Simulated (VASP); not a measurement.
Here is a VASP 6.6.1 calculation.

Contents of INCAR:

```
SYSTEM = CuI
PREC = Accurate
ENCUT = 520
EDIFF = 1E-7
ISMEAR = 0
SIGMA = 0.02
LREAL = .False.
LASPH = .True.
NELM = 80
ALGO = Normal
ISIF = 2
LWAVE = .False.
LCHARG = .False.
GGA = PS
NBANDS = 26
```

KPOINTS

```
Automatic mesh
0
Gamma
  8 8 4
  0 0 0
```

POSCAR

```
CuI
1.0
    4.0019817668      0.0000000000      0.0000000000
    0.0000000000      4.0019817668      0.0000000000
    0.0000000000      0.0000000000      6.4805211628
Cu I
2 2
Direct
    0.5000000000      0.5000000000      0.0000000000
    0.0000000000      0.0000000000      0.0000000000
    0.5000000000      0.0000000000      0.2615207954
    0.0000000000      0.5000000000      0.7384792046
```

Potentials or basis: VASP PAW PBE potentials, release 64 (Cu, I).

Run with:

```console
$ cat potpaw_PBE.64/Cu/POTCAR potpaw_PBE.64/I/POTCAR > POTCAR
$ mpirun -np 1 vasp_std > vasp.out
```

(1) Predict the pressure.

(2) Estimate the band gap on the k mesh.

(3) What does it give for the largest force?

## Answers

(1) 0.1 GPa.

(2) 1.53 eV, direct.

(3) 0.020 eV/Å.

Caveat: the PAW data sets were made with another functional, which shifts forces and pressure a little; spin-orbit coupling is left out, which moves the levels of the heavy elements; this functional lacks dispersion, which binds the layers, so the pressure and a relaxed spacing across them are unreliable.
